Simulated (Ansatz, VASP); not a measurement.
# Two plane-wave programs on Se

```
Se
1.0
     4.36620    0.00000    0.00000
    -2.18310    3.78124    0.00000
     0.00000    0.00000    4.95360
Se
3
Direct
  0.77460 0.77460 0.00000
  0.00000 0.22540 0.66667
  0.22540 0.00000 0.33333
```

Alike in both runs: task relaxation of cell and atoms; functional revPBE; dispersion D4; k mesh 7 × 7 × 6; occupations fermi-dirac, width 0.05 eV; no spin polarisation.

|  | VASP | Ansatz |
| --- | --- | --- |
| version | VASP 6.6.1 | Ansatz 0.2.0 |
| potentials or method | VASP PAW PBE potentials, release 64 (Se) | Ansatz PAW |
| plane-wave cutoff (eV) | 600 | 420 |
| valence electrons in the cell | 18 | 48 |

VASP gave:

```
relaxed volume (Å³/atom)                                     : 23.37
relaxed cell length with the largest relative difference (Å) : 3.965
```

Question: Which values does Ansatz return?

Answer: Relaxed volume (Å³/atom): 23.34; relaxed cell length with the largest relative difference (Å): 3.962.

VASP's potentials were made for PBE, not for revPBE. VASP's potentials hold 18 valence electrons a cell and Ansatz's 48, so a difference there can come from the potentials and not from the codes.

Noted on Ansatz's run: odd divisions of the mesh miss points on the zone boundary, where band edges often lie, so the gap on the mesh can be too wide; the plane-wave basis is chosen anew once the cell has moved, so the energies of steps on either side of that aren't comparable.
